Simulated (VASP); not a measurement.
Write the native input for VASP 6.6.1 that does the following.

```yaml
Task: single point
Functional: PBEsol
Potentials_or_basis: VASP PAW PBE potentials, release 64 (Ag)
Cutoff: 520 eV
k_mesh: 10 × 10 × 6
Occupations: fermi-dirac, width 0.05 eV
Spin: no spin polarisation
Dipole_correction: no
Further_INCAR_settings: ALGO = Normal; EDIFF = 1e-06; NBANDS = 18
```

The structure of Ag lies in POSCAR:

```
Ag
1.0
    2.8073873591      0.0000000000      0.0000000000
   -1.4036936795      2.4312687712      0.0000000000
    0.0000000000      0.0000000000      4.5684674899
Ag
2
Direct
    0.6666666667      0.3333333333      0.7500000000
    0.3333333333      0.6666666667      0.2500000000
```

The input as run:

INCAR

```
SYSTEM = Ag
ALGO = Normal
EDIFF = 1E-6
ENCUT = 520
GGA = PS
ISIF = 2
ISMEAR = -1
LASPH = .True.
LCHARG = .False.
LREAL = .False.
LWAVE = .False.
NBANDS = 18
NELM = 100
PREC = Accurate
SIGMA = 0.05
```

KPOINTS

```
k-points
0
Gamma
  10 10 6
  0 0 0
```

Potentials or basis: VASP PAW PBE potentials, release 64 (Ag).

Command:

```console
$ cat potpaw_PBE.64/Ag/POTCAR > POTCAR
$ mpirun -np 1 vasp_std > vasp.out
```

Results of the run:

The pressure is 9.7 GPa. The band gap on the k mesh is zero (band 11 reaches 12.86 eV, above the bottom of band 12 at 6.05 eV).

Caveat: the PAW data sets were made with another functional, which shifts forces and pressure a little.

It took 9.4 s on 1 thread of Intel(R) Xeon(R) 6975P-C (Granite Rapids), with other jobs on the host, peak memory 0.16 GiB.
